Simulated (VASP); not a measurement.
A run of VASP 6.6.1 is set up as follows.

The input INCAR:

```
SYSTEM = Pd
  PREC = Accurate
  ENCUT = 520
  EDIFF = 1E-6
  ISMEAR = -1
  SIGMA = 0.1
  LREAL = .False.
  LASPH = .True.
  NELM = 80
  ALGO = Normal
  ISIF = 2
  LWAVE = .False.
  LCHARG = .False.
  GGA = CA
  NBANDS = 11
```

Contents of KPOINTS:

```
regular mesh
0
Gamma
  14 14 14
  0 0 0
```

The input POSCAR:

```
Pd
1.0
    2.5051279413      0.0000000000      0.0000000000
    0.0000000000      2.5051279413      0.0000000000
    0.0000000000      0.0000000000      2.5051279413
Pd
1
Direct
    0.0000000000      0.0000000000      0.0000000000
```

Potentials or basis: VASP PAW LDA potentials, release 64 (Pd).

The run is started by

```sh
$ cat potpaw_LDA.64/Pd/POTCAR > POTCAR
$ mpirun -np 1 vasp_std > vasp.out
```

(1) What does it give for the pressure?

(2) Predict the band gap on the k mesh.

## Answers

(1) 7.6 GPa.

(2) zero (band 5 reaches 10.37 eV, above the bottom of band 6 at 8.12 eV).
